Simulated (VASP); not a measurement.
Write the native input for VASP 6.6.1 that does the following.

- Task: single point
- Functional: LDA
- Potentials or basis: VASP PAW LDA potentials, release 64 (As)
- Cutoff: 500 eV
- k mesh: 10 × 10 × 10
- Occupations: methfessel-paxton, width 1 eV
- Spin: no spin polarisation
- Dipole correction: no
- Further INCAR settings: ALGO = Normal; EDIFF = 1e-06; NBANDS = 12

The structure of As lies in POSCAR:

```
As
1.0
    1.8799878575      1.0854114956      3.3276505507
   -1.8799878575      1.0854114956      3.3276505507
    0.0000000000     -2.1708229912      3.3276505507
As
2
Direct
    0.7695128170      0.7695128170      0.7695128170
    0.2304871830      0.2304871830      0.2304871830
```

The input as run:

INCAR

```
  PREC = Accurate
  ENCUT = 500
  EDIFF = 1E-6
  ISMEAR = 1
  SIGMA = 1.0
  LREAL = False
  LASPH = True
  NELM = 120
  ALGO = Normal
  ISIF = 2
  LWAVE = False
  LCHARG = False
  GGA = CA
  NBANDS = 12
  GGA_COMPAT = False
```

KPOINTS

```
Automatic mesh
0
Gamma
  10 10 10
```

Potentials or basis: VASP PAW LDA potentials, release 64 (As).

The run is started by

```console
$ cat potpaw_LDA.64/As/POTCAR > POTCAR
$ mpirun -np 1 vasp_std > vasp.out
```

It gave:

- Pressure: 0.2 GPa
- Largest force: 0.080 eV/Å
- Band gap on the k mesh: zero (band 5 reaches 5.96 eV, above the bottom of band 6 at 5.74 eV)

Wall time 22 s on 1 thread of AMD EPYC 9R45 96-Core Processor (Zen 5), on a shared host, peak memory 0.15 GiB.
